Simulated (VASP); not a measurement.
ZrB, 2 atoms in the cell. The structure is cubic, space group Fm-3m (No. 225). Conventional cell: a = 4.555 Å, b = 4.555 Å, c = 4.555 Å, α = 90.00°, β = 90.00°, γ = 90.00°. Within 3.0 Å of Zr (site symmetry m-3m) lie 6 B at 2.28 Å. B (site symmetry m-3m) has 6 Zr at 2.28 Å within 3.0 Å. 

```yaml
Program: VASP 6.6.1
Task: single point
Functional: PBE
Potentials_or_basis: VASP PAW PBE potentials, release 64 (Zr_sv, B)
Cutoff: 520 eV
k_mesh: 10 × 10 × 10
Occupations: fermi-dirac, width 0.05 eV
Spin: no spin polarisation
Dipole_correction: no
Further_INCAR_settings: ALGO = Normal; EDIFF = 1e-06; NBANDS = 14
```

Potentials or basis: VASP PAW PBE potentials, release 64 (Zr_sv, B).

Launch:

```bash
$ cat potpaw_PBE.64/Zr_sv/POTCAR potpaw_PBE.64/B/POTCAR > POTCAR
$ mpirun -np 1 vasp_std > vasp.out
```

Hardware: 1 thread of Intel(R) Xeon(R) 6975P-C (Granite Rapids), on a shared host.

Problem. Estimate the wall time of this run.

Solution. It took 5.4 s on 1 thread of Intel(R) Xeon(R) 6975P-C (Granite Rapids), on a shared host, peak memory 0.15 GiB. Counts: scf iterations 13, k points 47.
